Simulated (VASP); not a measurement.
# Ti (Im-3m) in VASP: further runs

The runs below take Ti through single point, relaxation of cell and atoms, with PBEsol-based global hybrid.

Program: VASP 6.6.1. These are calculated values, not measurements. Logs are shortened: lines on timing, memory, paths and dates and some standing lists are left out, and cuts for length are marked.

**1. The cell of the first run**

Symmetry: Im-3m, No. 229, cubic system. The conventional cell has a = 3.232 Å, b = 3.232 Å, c = 3.232 Å, α = 90.00°, β = 90.00°, γ = 90.00°. Ti (site symmetry m-3m) has 14 Ti at 2.80 to 3.23 Å within 3.7 Å.

**2. Single point, PBEsol-based global hybrid (volume scaled by 0.8)**

Input file POSCAR:

```
Ti
1.0
   -1.6158590628      1.6158590628      1.6158590628
    1.6158590628     -1.6158590628      1.6158590628
    1.6158590628      1.6158590628     -1.6158590628
Ti
1
Direct
    0.0000000000      0.0000000000      0.0000000000
```

Input file INCAR.step1:

```
SYSTEM = Ti
ALGO = Normal
EDIFF = 1E-5
ENCUT = 520
GGA = PE
ISIF = 2
ISMEAR = 1
LASPH = .TRUE.
LREAL = .FALSE.
LWAVE = .TRUE.
NBANDS = 12
NELM = 100
PREC = Accurate
SIGMA = 0.2
```

Input file INCAR.step2:

```
SYSTEM = Ti
AEXX = 0.25
ALGO = Normal
EDIFF = 1E-7
ENCUT = 520
GGA = PS
ISIF = 2
ISMEAR = 1
ISTART = 1
LASPH = .TRUE.
LCHARG = .TRUE.
LELF = .TRUE.
LHFCALC = .TRUE.
LREAL = .FALSE.
LVHAR = .TRUE.
LWAVE = .FALSE.
NBANDS = 12
NELM = 100
PREC = Accurate
PRECFOCK = Normal
SIGMA = 0.2
```

Input file KPOINTS:

```
k-points
0
G
  6 6 6
  0 0 0
```

Potentials or basis: VASP PAW PBE potentials, release 64 (Ti_sv).

On the command line:

```sh
cat potpaw_PBE.64/Ti_sv/POTCAR > POTCAR
cp INCAR.step1 INCAR
mpirun -np 1 vasp_std > vasp.out
cp INCAR.step2 INCAR
mpirun -np 1 vasp_std > vasp.out
```

OUTCAR:

```text
SYSTEM = Ti
   AEXX = 0.25
   EDIFF = 1E-7
   ENCUT = 520
   GGA = PS
   ISIF = 2
   ISMEAR = 1
   ISTART = 1
   LASPH = .TRUE.
   LHFCALC = .TRUE.
   LREAL = .FALSE.
   NELM = 100
   PREC = Accurate
   PRECFOCK = Normal

 ion  position               nearest neighbor table
   1  0.000  0.000  0.000-

  LATTYP: Found a body centered cubic cell.
 ALAT       =     3.2317181256

  Lattice vectors:

 A1 = (  -1.6158590628,   1.6158590628,   1.6158590628)
 A2 = (   1.6158590628,  -1.6158590628,   1.6158590628)
 A3 = (   1.6158590628,   1.6158590628,  -1.6158590628)

Analysis of symmetry for initial positions (statically):
=====================================================================
 Subroutine PRICEL returns:
 Original cell was already a primitive cell.

 Routine SETGRP: Setting up the symmetry group for a
 body centered cubic supercell.

 Subroutine GETGRP returns: Found 48 space group operations
[... 9 lines left out ...]

 Routine SETGRP: Setting up the symmetry group for a
 body centered cubic supercell.

 Subroutine GETGRP returns: Found 48 space group operations
[... 11 lines left out ...]
                                     Primitive cell

  volume of cell :      16.8760

  direct lattice vectors                    reciprocal lattice vectors
    -1.615859063  1.615859063  1.615859063     0.000000000  0.309432927  0.309432927
     1.615859063 -1.615859063  1.615859063     0.309432927  0.000000000  0.309432927
     1.615859063  1.615859063 -1.615859063     0.309432927  0.309432927  0.000000000

  length of vectors
     2.798749995  2.798749995  2.798749995     0.437604243  0.437604243  0.437604243

  position of ions in fractional coordinates (direct lattice)
     0.000000000  0.000000000  0.000000000

  ion indices of the primitive-cell ions
   primitive index   ion index
                 1           1

----------------------------------------------------------------------------------------

 KPOINTS: k-points

Automatic generation of k-mesh.
 Grid dimensions read from file:
 generate k-points for:    6    6    6

 Generating k-lattice:

  Cartesian coordinates                     Fractional coordinates (reciprocal lattice)
     0.000000000  0.051572155  0.051572155     0.166666667  0.000000000  0.000000000
     0.051572155  0.000000000  0.051572155     0.000000000  0.166666667  0.000000000
     0.051572155  0.051572155  0.000000000     0.000000000  0.000000000  0.166666667

  Length of vectors
     0.072934040  0.072934040  0.072934040

  Shift w.r.t. Gamma in fractional coordinates (k-lattice)
     0.000000000  0.000000000  0.000000000

 Subroutine IBZKPT returns following result:
 ===========================================

 Found     16 irreducible k-points:

 Following reciprocal coordinates:
            Coordinates               Weight
  0.000000  0.000000  0.000000      1.000000
  0.166667  0.000000  0.000000     12.000000
  0.333333  0.000000  0.000000     12.000000
  0.500000  0.000000  0.000000      6.000000
  0.166667  0.166667  0.000000     24.000000
  0.333333  0.166667  0.000000     48.000000
[... 8 lines left out ...]
  0.500000  0.500000  0.333333     12.000000
  0.500000  0.500000  0.500000      1.000000
   k-points           NKPTS =     16   k-points in BZ     NKDIM =    216   number of bands    NBANDS=     12
   number of dos      NEDOS =    301   number of ions     NIONS =      1
   total plane-waves  NPLWV =  13824
   dimension x,y,z NGX =    24 NGY =   24 NGZ =   24
   dimension x,y,z NGXF=    48 NGYF=   48 NGZF=   48
   ions per type =               1
   NGX,Y,Z   is equivalent  to a cutoff of  14.26, 14.26, 14.26 a.u.
   NGXF,Y,Z  is equivalent  to a cutoff of  28.51, 28.51, 28.51 a.u.
 SYSTEM =  Ti
   PREC   = accura    normal or accurate (medium, high low for compatibility)
   ISTART =      1    job   : 0-new  1-cont  2-samecut
   ICHARG =      0    charge: 1-file 2-atom 10-const
   ISPIN  =      1    spin polarized calculation?
   LNONCOLLINEAR =      F non collinear calculations
   LSORBIT =      F    spin-orbit coupling
   LASPH  =      T    aspherical Exc in radial PAW
   ENCUT  =  520.0 eV  38.22 Ry    6.18 a.u.   5.20  5.20  5.20*2*pi/ulx,y,z
   NELM   =    100;   NELMIN=  2; NELMDL=  0     # of ELM steps
   EDIFF  = 0.1E-06   stopping-criterion for ELM
   LREAL  =      F    real-space projection
   EDIFFG = 0.1E-05   stopping-criterion for IOM
   NSW    =      0    number of steps for IOM
   IBRION =     -1    ionic relax: 0-MD 1-quasi-New 2-CG
   NFREE  =      0    steps in history (QN), initial steepest desc. (CG)
   ISIF   =      2    stress and relaxation
   ISYM   =      3    0-nonsym 1-usesym 2-fastsym
   POTIM  = 0.5000    time-step for ionic-motion
   TEBEG  =    0.0;   TEEND  =   0.0 temperature during run
   PSTRESS=    0.0 pullay stress
   NELECT =      12.0000    total number of electrons
   NUPDOWN=      -1.0000    fix difference up-down
   EMIN   =  10.00;   EMAX   =-10.00  energy-range for DOS
   EFERMI =   0.00;   METHOD = LEGACY
   ISMEAR =     1;   SIGMA  =   0.20  broadening in eV -4-tet -1-fermi 0-gaus
   EFERMI_NEDOS =   21; number of points for ismear=-14 and -15
   IALGO  =     38    algorithm
   IMIX   =      1    mixing-type and parameters
     AMIX     =   0.40;   BMIX     =  1.00
     AMIX_MAG =   1.60;   BMIX_MAG =  1.00
  volume/ion in A,a.u.               =      16.88       113.89
  Fermi-wavevector in a.u.,A,eV,Ry     =   1.461207  2.761281 29.050155  2.135126
  Thomas-Fermi vector in A             =   2.577566
   LORBIT       =      0    0 simple, 1 ext, 2 COOP (PROOUT), +10 PAW based schemes
   GGA     = PS    functional components
   LHFCALC =     T    Hartree Fock is set to
   PRECFOCK=normal    Normal, Fast or Accurate (Low or Medium for compatibility)
   ENCUT4O =  -1.0   cutoff for four orbital integrals eV
   NKREDX  =     1    reduce k-point grid by
   NKREDY  =     1    reduce k-point grid by
   NKREDZ  =     1    reduce k-point grid by
   AEXX    =    0.2500 exact exchange contribution
   HFSCREEN=    0.0000 screening length (either q_TF or 0.3 A-1)
   HFSCREENC=   0.0000 screening length for correlation (either q_TF or 0.3 A-1)
   ENCUTFOCK=  -1.0 apply spherical cutoff to Coloumb kernel
   IVDW    =     0    specifies the selected vdW correction
   LEPSILON=     F    determine dielectric tensor
   LRPA    =     F    only Hartree local field effects (RPA)
 non-spin polarized calculation
 Methfessel and Paxton  Order N= 1 SIGMA  =   0.20
  energy-cutoff  :      520.00
  volume of cell :       16.88
 maximum number of plane-waves:       468
 NGX is ok and might be reduce to    24
  NGX = 16; NGY = 16; NGZ = 16

 number of electron      11.9999996 magnetization

 Free energy of the ion-electron system (eV)
  ---------------------------------------------------
  ext. energy  EPLUGINS =         0.00000000
  ---------------------------------------------------
  free energy    TOTEN  =       -10.56308379 eV

  energy without entropy =      -10.55418827  energy(sigma->0) =      -10.56011862

 E-fermi :   8.3817     XC(G=0):  -9.2826

 val. band max:        8.1389202890   @ k =   0.3333   0.0000   0.0000
 cond. band min:       8.4293641671   @ k =   0.3333   0.1667   0.0000
 fundamental gap:      0.2904438780
 Fermi energy:         8.3816811648

 k-point     1 :       0.0000    0.0000    0.0000
  band No.  band energies     occupation
      1     -53.3978      2.00000
      2     -27.5979      2.00000
      3     -27.5979      2.00000
      4     -27.5979      2.00000
      5       0.5996      2.00000
      6      10.3572     -0.00000
      7      10.3572     -0.00000
      8      10.3572     -0.00000
      9      12.3001     -0.00000
     10      12.3001     -0.00000
     11      27.2623      0.00000
     12      27.2623      0.00000

 k-point     2 :       0.1667    0.0000    0.0000
  band No.  band energies     occupation
      1     -53.3582      2.00000
      2     -27.8094      2.00000
      3     -27.6591      2.00000
      4     -27.5997      2.00000
      5       1.6674      2.00000
      6       9.8055     -0.00000
      7       9.9923     -0.00000
      8      11.0937     -0.00000
      9      11.9214     -0.00000
     10      12.3095     -0.00000
     11      25.8824      0.00000
     12      26.8056      0.00000

 k-point     3 :       0.3333    0.0000    0.0000
  band No.  band energies     occupation
      1     -53.2782      2.00000
      2     -28.2145      2.00000
      3     -27.7793      2.00000
      4     -27.6035      2.00000
      5       3.9847      2.00000
      6       8.1389      2.07088
      7       8.9956     -0.00013
      8      12.1297     -0.00000
      9      12.4380      0.00000
     10      12.8730      0.00000
     11      21.5441      0.00000
     12      24.3420      0.00000
[... 166 lines left out ...]
 k-point    15 :       0.5000    0.5000    0.3333
  band No.  band energies     occupation
      1     -53.1582      2.00000
      2     -28.1995      2.00000
      3     -28.0577      2.00000
      4     -28.0028      2.00000
      5       5.6111      2.00000
      6       5.6826      2.00000
      7      11.6940     -0.00000
      8      11.9164     -0.00000
      9      13.7618      0.00000
     10      16.8169      0.00000
     11      18.2198      0.00000
     12      20.2123      0.00000

 k-point    16 :       0.5000    0.5000    0.5000
  band No.  band energies     occupation
      1     -53.1315      2.00000
      2     -28.1273      2.00000
      3     -28.1273      2.00000
      4     -28.1273      2.00000
      5       5.0767      2.00000
      6       5.0767      2.00000
      7      13.6743      0.00000
      8      13.6743      0.00000
      9      13.6743      0.00000
     10      17.8758      0.00000
     11      17.8758      0.00000
     12      17.8758      0.00000

------------------------ aborting loop because EDIFF is reached ----------------------------------------

  FORCE on cell =-STRESS in cart. coord.  units (eV):
  Direction    XX          YY          ZZ          XY          YZ          ZX
  --------------------------------------------------------------------------------------
  -------------------------------------------------------------------------------------
  Total       -0.2360359     -0.2360359     -0.2360359      0.0000000     -0.0000000      0.0000000
  in kB      -22.4087781    -22.4087781    -22.4087781      0.0000000     -0.0000000      0.0000000
  external PRESSURE =     -22.4087781 kB  Pullay stress =       0.0000000 kB

 VOLUME and BASIS-vectors are now :
 -----------------------------------------------------------------------------
  energy-cutoff  :      520.00
  volume of cell :       16.88
      direct lattice vectors                 reciprocal lattice vectors
    -1.615859063  1.615859063  1.615859063     0.000000000  0.309432927  0.309432927
     1.615859063 -1.615859063  1.615859063     0.309432927  0.000000000  0.309432927
     1.615859063  1.615859063 -1.615859063     0.309432927  0.309432927  0.000000000

 POSITION                                       TOTAL-FORCE (eV/Angst)
 -----------------------------------------------------------------------------------
      0.00000      0.00000      0.00000         0.000000     -0.000000      0.000000
 -----------------------------------------------------------------------------------
    total drift:                                0.000000      0.000000     -0.000000

  FREE ENERGIE OF THE ION-ELECTRON SYSTEM (eV)
  ---------------------------------------------------
  free  energy   TOTEN  =       -10.5630837930 eV

  energy  without entropy=      -10.5541882709  energy(sigma->0) =      -10.56011862
```

Run time: 12 min. Hardware: 1 thread of Oxide Virtual Turin-like, shared host; peak memory 0.12 GiB.

Results:

* Free energy: -10.5631 eV
* Pressure: -2.2 GPa
* Band gap on the k mesh: zero (band 6 reaches 10.36 eV, above the bottom of band 7 at 7.08 eV)

Caveat: the k points lie up to 0.46 Å⁻¹ apart; the cell differs from its parent crystal (volume scaled by 0.8); the PAW data sets were made with another functional, which shifts forces and pressure a little.

**3. Relaxation of cell and atoms, PBEsol-based global hybrid (volume scaled by 0.8)**

Input file POSCAR:

```
Ti
1.0
   -1.5233694552      1.5233694552      1.5233694552
    1.5233694552     -1.5233694552      1.5233694552
    1.5233694552      1.5233694552     -1.5233694552
Ti
1
Direct
    0.0000000000      0.0000000000      0.0000000000
```

Input file INCAR.step1:

```
ALGO     = Normal         # electronic algorithm
EDIFF    = 1E-5           # SCF threshold, eV
ENCUT    = 600            # plane-wave cutoff, eV
GGA      = PE             # functional
ISMEAR   = 1              # smearing method
LASPH    = T              # aspherical terms in the spheres
LCHARG   = F              # write CHGCAR
LREAL    = F              # projectors in reciprocal space
LWAVE    = T              # write WAVECAR
NBANDS   = 12             # bands
NELM     = 60             # most SCF steps
PREC     = Accurate       # precision mode
SIGMA    = 0.2            # smearing width, eV
```

Input file INCAR.step2:

```
AEXX     = 0.25           # exact-exchange fraction
ALGO     = Normal         # electronic algorithm
EDIFF    = 1E-6           # SCF threshold, eV
EDIFFG   = -0.01          # ionic threshold
ENCUT    = 600            # plane-wave cutoff, eV
GGA      = PS             # functional
IBRION   = 2              # ionic algorithm
ISIF     = 3              # what is computed and relaxed
ISMEAR   = 1              # smearing method
ISTART   = 1            
LASPH    = T              # aspherical terms in the spheres
LCHARG   = F              # write CHGCAR
LHFCALC  = T              # exact exchange
LREAL    = F              # projectors in reciprocal space
LWAVE    = F              # write WAVECAR
NELM     = 60             # most SCF steps
NSW      = 60             # ionic steps
PREC     = Accurate       # precision mode
PRECFOCK = Normal       
SIGMA    = 0.2            # smearing width, eV
```

Input file KPOINTS:

```
k-points
0
Gamma
  6 6 6
```

Potentials or basis: VASP PAW PBE potentials, release 64 (Ti_sv).

On the command line:

```sh
cat potpaw_PBE.64/Ti_sv/POTCAR > POTCAR
cp INCAR.step1 INCAR
mpirun -np 1 vasp_std > vasp.out
cp INCAR.step2 INCAR
mpirun -np 1 vasp_std > vasp.out
```

It took 55 min on 1 thread of Oxide Virtual Turin-like, shared host; peak memory 0.12 GiB.

Results (log left out):

```yaml
Free_energy: -10.5799 eV
Relaxed_volume: 16.82 Å³/atom
Relaxed_cell: a = 2.795 Å, b = 2.795 Å, c = 2.795 Å, α = 109.47°, β = 109.47°, γ = 109.47°
Space_group_after_relaxing_to_0.05_Å: Im-3m (No. 229)
Energy_gained_by_relaxing: 169.4 meV/atom
Ionic_steps: 4
Pressure_after_relaxing: 0.0 GPa
Band_gap_on_the_k_mesh: zero (band 6 reaches 10.38 eV, above the bottom of band 7 at 7.06 eV)
```

The path:
| step | energy change (eV) | largest force (eV/Å) | pressure (GPa) | volume (Å³) |
| --- | --- | --- | --- | --- |
| 1 | 0.0000 | 0.0000 | 22.24 | 14.14 |
| 2 | -0.1041 | 0.0000 | -10.85 | 18.55 |
| 3 | -0.1694 | 0.0000 | 0.17 | 16.76 |
| 4 | -0.1694 | 0.0000 | -0.02 | 16.82 |

Final structure:
```yaml
crystal:
  lattice:
    - [-1.61395, 1.61395, 1.61395]
    - [1.61395, -1.61395, 1.61395]
    - [1.61395, 1.61395, -1.61395]
  atoms:
    - { symbol: Ti, position: [0.00000, 0.00000, 0.00000] }
```

Levels at points of the mesh, in eV from the Fermi level:
```
           k point  band 2  band 3  band 4  band 5  band 6  band 7  band 8  band 9  band 10
(0.00, 0.00, 0.00)  -35.94  -35.94  -35.94   -7.69    2.08    2.08    2.08    3.97     3.97
(0.50, 0.00, 0.00)  -36.75  -36.18  -35.95   -3.50   -0.59    1.25    3.95    4.24     5.72
(0.50, 0.50, 0.50)  -36.47  -36.47  -36.47   -3.24   -3.24    5.37    5.37    5.37     9.64
```

Caveat: the k points lie up to 0.46 Å⁻¹ apart in the final cell; the cell differs from its parent crystal (volume scaled by 0.8); the volume moved by over 15 % at a fixed basis, so the end points are rough; the PAW data sets were made with another functional, which shifts forces and pressure a little. Zero-point motion and thermal expansion aren't in these numbers.
